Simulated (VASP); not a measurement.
Set up this calculation in VASP 6.6.1, as the native input.

- Task: single point
- Functional: LDA
- Potentials or basis: VASP PAW LDA potentials, release 64 (Mg, S)
- Cutoff: 520 eV
- k mesh: 8 × 8 × 8
- Occupations: gaussian, width 0.01 eV
- Spin: no spin polarisation
- Dipole correction: no
- Further INCAR settings: ALGO = Normal; EDIFF = 1e-06; NBANDS = 11

The structure of MgS lies in POSCAR:

```
MgS
1.0
    2.5385406059      2.5385406059      0.0000000000
   -2.5385406059      2.5385406059      0.0000000000
    0.0000000000      2.5385406059      2.5790263043
Mg S
1 1
Direct
    0.0000000000      0.0000000000      0.0000000000
    0.5000000000      0.5000000000      0.0000000000
```

This cell differs from its parent crystal: in-plane strain -0.01, then relaxed in part.

One way to write it, as run:

INCAR

```
SYSTEM = MgS
PREC = Accurate
ENCUT = 520
EDIFF = 1E-6
ISMEAR = 0
SIGMA = 0.01
LREAL = .False.
LASPH = .True.
NELM = 80
ALGO = Normal
ISIF = 2
LWAVE = .False.
LCHARG = .False.
NBANDS = 11
```

KPOINTS

```
regular mesh
0
Gamma
  8 8 8
  0 0 0
```

Potentials or basis: VASP PAW LDA potentials, release 64 (Mg, S).

The run is started by

```sh
$ cat potpaw_LDA.64/Mg/POTCAR potpaw_LDA.64/S/POTCAR > POTCAR
$ mpirun -np 1 vasp_std > vasp.out
```

Results of the run:

- Pressure: 0.7 GPa
- Band gap on the k mesh: 2.61 eV, indirect (least direct gap 3.92 eV)

Caveat: the cell differs from its parent crystal (in-plane strain -0.01, then relaxed in part).

It took 20 s on 1 thread of Intel(R) Xeon(R) Platinum 8375C CPU @ 2.90GHz (Ice Lake), with other jobs on the host, peak memory 0.15 GiB.
